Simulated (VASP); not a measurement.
# Mg (P6_3/mmc) in VASP: further runs

Runs on Mg. Level: r2SCAN. Tasks: single point.

All numbers are computed with VASP 6.6.1; they aren't measurements. Logs are shortened: lines on timing, memory, paths and dates and some standing lists are left out, and cuts for length are marked.

**1. The cell of the first run**

Symmetry: P6_3/mmc, No. 194, hexagonal system. The conventional cell has a = 3.179 Å, b = 3.179 Å, c = 5.157 Å, α = 90.00°, β = 90.00°, γ = 120.00°. Mg (site symmetry -6m2) has 12 Mg at 3.17 to 3.18 Å within 4.2 Å.

**2. Single point, r2SCAN**

Input file POSCAR:

```
Mg
1.0
    3.1792646675      0.0000000000      0.0000000000
   -1.5896323337      2.7533239674      0.0000000000
    0.0000000000      0.0000000000      5.1568903974
Mg
2
Direct
    0.3333333333      0.6666666667      0.2500000000
    0.6666666667      0.3333333333      0.7500000000
```

Input file INCAR.step1:

```
SYSTEM = Mg
ALGO = Normal
EDIFF = 1E-4
ENCUT = 520
GGA = PE
ISMEAR = -1
LASPH = .TRUE.
LCHARG = .FALSE.
LREAL = .FALSE.
LWAVE = .TRUE.
NBANDS = 9
NELM = 100
PREC = Accurate
SIGMA = 0.01
```

Input file INCAR.step2:

```
SYSTEM = Mg
ALGO = Normal
EDIFF = 1E-6
ENCUT = 520
ISIF = 2
ISMEAR = -1
ISTART = 1
LASPH = .TRUE.
LCHARG = .TRUE.
LELF = .TRUE.
LMIXTAU = .TRUE.
LREAL = .FALSE.
LVHAR = .TRUE.
LWAVE = .FALSE.
METAGGA = R2SCAN
NBANDS = 9
NELM = 100
PREC = Accurate
SIGMA = 0.01
```

Input file KPOINTS:

```
k-points
0
G
  11 11 6
  0 0 0
```

Potentials or basis: VASP PAW PBE potentials, release 64 (Mg).

The run is started by

```
$ cat potpaw_PBE.64/Mg/POTCAR > POTCAR
$ cp INCAR.step1 INCAR
$ mpirun -np 1 vasp_std > vasp.out
$ cp INCAR.step2 INCAR
$ mpirun -np 1 vasp_std > vasp.out
```

OUTCAR:

```text
SYSTEM = Mg
   EDIFF = 1E-6
   ENCUT = 520
   ISIF = 2
   ISMEAR = -1
   ISTART = 1
   LASPH = .TRUE.
   LREAL = .FALSE.
   METAGGA = R2SCAN
   NELM = 100
   PREC = Accurate

 ion  position               nearest neighbor table
   1  0.333  0.667  0.250-   2 3.17   2 3.17   2 3.17   2 3.17   2 3.17   2 3.17
   2  0.667  0.333  0.750-   1 3.17   1 3.17   1 3.17   1 3.17   1 3.17   1 3.17

  LATTYP: Found a hexagonal cell.
 ALAT       =     3.1792646675
 C/A-ratio  =     1.6220387218

  Lattice vectors:

 A1 = (   3.1792646675,   0.0000000000,   0.0000000000)
 A2 = (  -1.5896323337,   2.7533239674,   0.0000000000)
 A3 = (   0.0000000000,   0.0000000000,   5.1568903974)

Analysis of symmetry for initial positions (statically):
=====================================================================
 Subroutine PRICEL returns:
 Original cell was already a primitive cell.

 Routine SETGRP: Setting up the symmetry group for a
 hexagonal supercell.

 Subroutine GETGRP returns: Found 24 space group operations
 (whereof 12 operations were pure point group operations)
 out of a pool of 24 trial point group operations.

The static configuration has the point symmetry D_3d.
 The point group associated with its full space group is D_6h.

Analysis of symmetry for dynamics (positions and initial velocities):
=====================================================================
 Subroutine PRICEL returns:
 Original cell was already a primitive cell.

 Routine SETGRP: Setting up the symmetry group for a
 hexagonal supercell.

 Subroutine GETGRP returns: Found 24 space group operations
 (whereof 12 operations were pure point group operations)
 out of a pool of 24 trial point group operations.

The dynamic configuration has the point symmetry D_3d.
 The point group associated with its full space group is D_6h.

 Subroutine INISYM returns: Found 24 space group operations
 (whereof 12 operations are pure point group operations),
 and found     1 'primitive' translations

----------------------------------------------------------------------------------------

                                     Primitive cell

  volume of cell :      45.1411

  direct lattice vectors                    reciprocal lattice vectors
     3.179264668  0.000000000  0.000000000     0.314538142  0.181598681  0.000000000
    -1.589632334  2.753323967  0.000000000     0.000000000  0.363197361  0.000000000
     0.000000000  0.000000000  5.156890397     0.000000000  0.000000000  0.193915310

  length of vectors
     3.179264668  3.179264667  5.156890397     0.363197361  0.363197361  0.193915310

  position of ions in fractional coordinates (direct lattice)
     0.333333333  0.666666667  0.250000000
     0.666666667  0.333333333  0.750000000

  ion indices of the primitive-cell ions
   primitive index   ion index
                 1           1
                 2           2

----------------------------------------------------------------------------------------

 KPOINTS: k-points

Automatic generation of k-mesh.
 Grid dimensions read from file:
 generate k-points for:   11   11    6

 Generating k-lattice:

  Cartesian coordinates                     Fractional coordinates (reciprocal lattice)
     0.028594377  0.016508971  0.000000000     0.090909091  0.000000000  0.000000000
     0.000000000  0.033017942  0.000000000     0.000000000  0.090909091  0.000000000
     0.000000000  0.000000000  0.032319218     0.000000000  0.000000000  0.166666667

  Length of vectors
     0.033017942  0.033017942  0.032319218

  Shift w.r.t. Gamma in fractional coordinates (k-lattice)
     0.000000000  0.000000000  0.000000000

 Subroutine IBZKPT returns following result:
 ===========================================

 Found     64 irreducible k-points:

 Following reciprocal coordinates:
            Coordinates               Weight
  0.000000  0.000000  0.000000      1.000000
  0.090909 -0.000000  0.000000      6.000000
  0.181818 -0.000000  0.000000      6.000000
  0.272727 -0.000000  0.000000      6.000000
  0.363636 -0.000000  0.000000      6.000000
  0.454545 -0.000000  0.000000      6.000000
[... 16 lines left out ...]
  0.090909  0.090909  0.166667     12.000000
  0.181818  0.090909  0.166667     24.000000
 [... further k-points ...]
   k-points           NKPTS =     64   k-points in BZ     NKDIM =     64   number of bands    NBANDS=      9
   number of dos      NEDOS =    301   number of ions     NIONS =      2
   total plane-waves  NPLWV =  23040
   dimension x,y,z NGX =    24 NGY =   24 NGZ =   40
   dimension x,y,z NGXF=    48 NGYF=   48 NGZF=   80
   ions per type =               2
   NGX,Y,Z   is equivalent  to a cutoff of  12.55, 12.55, 12.90 a.u.
   NGXF,Y,Z  is equivalent  to a cutoff of  25.10, 25.10, 25.79 a.u.
 SYSTEM =  Mg
   PREC   = accura    normal or accurate (medium, high low for compatibility)
   ISTART =      1    job   : 0-new  1-cont  2-samecut
   ICHARG =      0    charge: 1-file 2-atom 10-const
   ISPIN  =      1    spin polarized calculation?
   LNONCOLLINEAR =      F non collinear calculations
   LSORBIT =      F    spin-orbit coupling
   LASPH  =      T    aspherical Exc in radial PAW
   ENCUT  =  520.0 eV  38.22 Ry    6.18 a.u.   5.91  5.91  9.59*2*pi/ulx,y,z
   NELM   =    100;   NELMIN=  2; NELMDL=  0     # of ELM steps
   EDIFF  = 0.1E-05   stopping-criterion for ELM
   LREAL  =      F    real-space projection
[... 7 lines left out ...]
   TEBEG  =    0.0;   TEEND  =   0.0 temperature during run
   PSTRESS=    0.0 pullay stress
   NELECT =       4.0000    total number of electrons
   NUPDOWN=      -1.0000    fix difference up-down
   EMIN   =  10.00;   EMAX   =-10.00  energy-range for DOS
   EFERMI =   0.00;   METHOD = LEGACY
   ISMEAR =    -1;   SIGMA  =   0.01  broadening in eV -4-tet -1-fermi 0-gaus
   EFERMI_NEDOS =   21; number of points for ismear=-14 and -15
   IALGO  =     38    algorithm
   IMIX   =      4    mixing-type and parameters
     AMIX     =   0.40;   BMIX     =  1.00
     AMIX_MAG =   1.60;   BMIX_MAG =  1.00
  volume/ion in A,a.u.               =      22.57       152.31
  Fermi-wavevector in a.u.,A,eV,Ry     =   0.729857  1.379229  7.247696  0.532691
  Thomas-Fermi vector in A             =   1.821682
   LORBIT       =      0    0 simple, 1 ext, 2 COOP (PROOUT), +10 PAW based schemes
   METAGGA = R2SCAN    functional components
   LHFCALC =     F    Hartree Fock is set to
   AEXX    =    0.0000 exact exchange contribution
   IVDW    =     0    specifies the selected vdW correction
   LEPSILON=     F    determine dielectric tensor
   LRPA    =     F    only Hartree local field effects (RPA)
 non-spin polarized calculation
  energy-cutoff  :      520.00
  volume of cell :       45.14
 maximum number of plane-waves:      1232
 NGX is ok and might be reduce to    24
   NGX = 11   NGY = 11   NGZ = 19

 number of electron       4.0000000 magnetization

 Free energy of the ion-electron system (eV)
  ---------------------------------------------------
  ext. energy  EPLUGINS =         0.00000000
  ---------------------------------------------------
  free energy    TOTEN  =        -8.31612864 eV

  energy without entropy =       -8.31602200  energy(sigma->0) =       -8.31607532

 E-fermi :   2.6986     XC(G=0):  -9.0945

 val. band max:        2.6751928546   @ k =   0.1818   0.0909   0.0000
 cond. band min:       2.7458208538   @ k =   0.1818   0.1818   0.0000
 fundamental gap:      0.0706279992
 Fermi energy:         2.6986076255

 k-point     1 :       0.0000    0.0000    0.0000
  band No.  band energies     occupation
      1      -4.7296      2.00000
      2       0.8032      2.00000
      3       1.5520      2.00000
      4      14.5285      0.00000
      5      14.5285      0.00000
      6      14.7188      0.00000
      7      14.7188      0.00000
      8      15.4460      0.00000
      9      17.3542      0.00000

 k-point     2 :       0.0909   -0.0000    0.0000
  band No.  band energies     occupation
      1      -4.5545      2.00000
      2       0.9649      2.00000
      3       1.7182      2.00000
      4      11.8482      0.00000
      5      13.1677      0.00000
      6      14.0025      0.00000
      7      16.2845      0.00000
      8      16.4475      0.00000
      9      16.8698      0.00000

 k-point     3 :       0.1818   -0.0000    0.0000
  band No.  band energies     occupation
      1      -4.0311      2.00000
      2       1.4500      2.00000
      3       2.2065      2.00000
      4       8.9129      0.00000
      5      11.9983      0.00000
      6      12.5118      0.00000
      7      13.9453      0.00000
      8      15.3512      0.00000
      9      16.8329      0.00000

 k-point     4 :       0.2727   -0.0000    0.0000
  band No.  band energies     occupation
      1      -3.1650      2.00000
      2       2.2596      2.00000
      3       2.9582      0.00000
      4       6.2687      0.00000
      5      10.9110      0.00000
      6      11.1206      0.00000
      7      11.2136      0.00000
      8      13.6875      0.00000
      9      15.8442      0.00000
[... 205 lines left out ...]
 k-point    22 :       0.4545   -0.0000    0.1667
  band No.  band energies     occupation
      1      -0.2927      2.00000
      2       1.4912      2.00000
      3       3.6175      0.00000
      4       5.3366      0.00000
      5       7.3602      0.00000
      6       8.9131      0.00000
      7      10.3845      0.00000
      8      12.2998      0.00000
      9      13.7347      0.00000

 k-point    23 :       0.0909    0.0909    0.1667
  band No.  band energies     occupation
      1      -4.0383      2.00000
      2      -0.1292      2.00000
      3       3.7482      0.00000
      4      10.3833      0.00000
      5      10.8359      0.00000
      6      13.8402      0.00000
      7      14.1436      0.00000
      8      14.7640      0.00000
      9      16.2780      0.00000

 k-point    24 :       0.1818    0.0909    0.1667
  band No.  band energies     occupation
      1      -3.3448      2.00000
      2       0.5322      2.00000
      3       4.3441      0.00000
      4       7.7856      0.00000
      5       9.4854      0.00000
      6      11.4828      0.00000
      7      13.0707      0.00000
      8      14.5006      0.00000
      9      15.1613      0.00000

 [... further k-points ...]

------------------------ aborting loop because EDIFF is reached ----------------------------------------

  FORCE on cell =-STRESS in cart. coord.  units (eV):
  Direction    XX          YY          ZZ          XY          YZ          ZX
  --------------------------------------------------------------------------------------
  -------------------------------------------------------------------------------------
  Total       -0.0718764     -0.0718764     -0.0671432     -0.0000000      0.0000000      0.0000000
  in kB       -2.5510857     -2.5510857     -2.3830932     -0.0000000      0.0000000      0.0000000
  external PRESSURE =      -2.4950882 kB  Pullay stress =       0.0000000 kB

 VOLUME and BASIS-vectors are now :
 -----------------------------------------------------------------------------
  energy-cutoff  :      520.00
  volume of cell :       45.14
      direct lattice vectors                 reciprocal lattice vectors
     3.179264668  0.000000000  0.000000000     0.314538142  0.181598681  0.000000000
    -1.589632334  2.753323967  0.000000000     0.000000000  0.363197361  0.000000000
     0.000000000  0.000000000  5.156890397     0.000000000  0.000000000  0.193915310

 POSITION                                       TOTAL-FORCE (eV/Angst)
 -----------------------------------------------------------------------------------
     -0.00000      1.83555      1.28922         0.000000     -0.000000      0.000000
      1.58963      0.91777      3.86767        -0.000000      0.000000      0.000000
 -----------------------------------------------------------------------------------
    total drift:                                0.000000     -0.000000      0.000000

  FREE ENERGIE OF THE ION-ELECTRON SYSTEM (eV)
  ---------------------------------------------------
  free  energy   TOTEN  =        -8.3161286353 eV

  energy  without entropy=       -8.3160220047  energy(sigma->0) =       -8.31607532
```

Wall time 1.7 min (1 thread of AMD EPYC 7R43 (Zen 3), shared host); peak memory 0.14 GiB.

Results:

```
Free energy            : -8.3161 eV
Pressure               : -0.2 GPa
Band gap on the k mesh : zero (bands 2 and 3 overlap by 2.07 eV)
```

Caveat: the PAW data sets were made with another functional, which shifts forces and pressure a little.

**3. Single point, r2SCAN**

POSCAR is that of step 2.

Input file INCAR.step1:

```
SYSTEM = Mg
  ALGO = Normal
  EDIFF = 1E-4
  ENCUT = 520
  GGA = PE
  ISMEAR = -1
  LASPH = .TRUE.
  LCHARG = .FALSE.
  LREAL = .FALSE.
  LWAVE = .TRUE.
  NBANDS = 9
  NELM = 100
  PREC = Accurate
  SIGMA = 0.03
```

Input file INCAR.step2:

```
SYSTEM = Mg
  ALGO = Normal
  EDIFF = 1E-6
  ENCUT = 520
  ISIF = 2
  ISMEAR = -1
  ISTART = 1
  LASPH = .TRUE.
  LCHARG = .TRUE.
  LELF = .TRUE.
  LMIXTAU = .TRUE.
  LREAL = .FALSE.
  LVHAR = .TRUE.
  LWAVE = .FALSE.
  METAGGA = R2SCAN
  NBANDS = 9
  NELM = 100
  PREC = Accurate
  SIGMA = 0.03
```

KPOINTS is that of step 2.

Potentials or basis: VASP PAW PBE potentials, release 64 (Mg).

The run is started by

```
$ cat potpaw_PBE.64/Mg/POTCAR > POTCAR
$ cp INCAR.step1 INCAR
$ mpirun -np 1 vasp_std > vasp.out
$ cp INCAR.step2 INCAR
$ mpirun -np 1 vasp_std > vasp.out
```

Run time: 91 s. Hardware: 1 thread of AMD EPYC 7R43 (Zen 3), shared host; peak memory 0.14 GiB.

It converged, with:

```
Free energy            : -8.3165 eV
Pressure               : -0.3 GPa
Band gap on the k mesh : zero (bands 2 and 3 overlap by 2.07 eV)
```

Levels at points of the mesh, in eV from the Fermi level:
```csv
k point,band 1,band 2,band 3,band 4,band 5
"(0.00, 0.00, 0.00)",-7.44,-1.91,-1.16,11.81,11.81
"(0.00, 0.00, 0.50)",-5.94,-5.94,5.48,5.48,12.58
```

Caveat: the PAW data sets were made with another functional, which shifts forces and pressure a little.

[end of part 1 of 2]
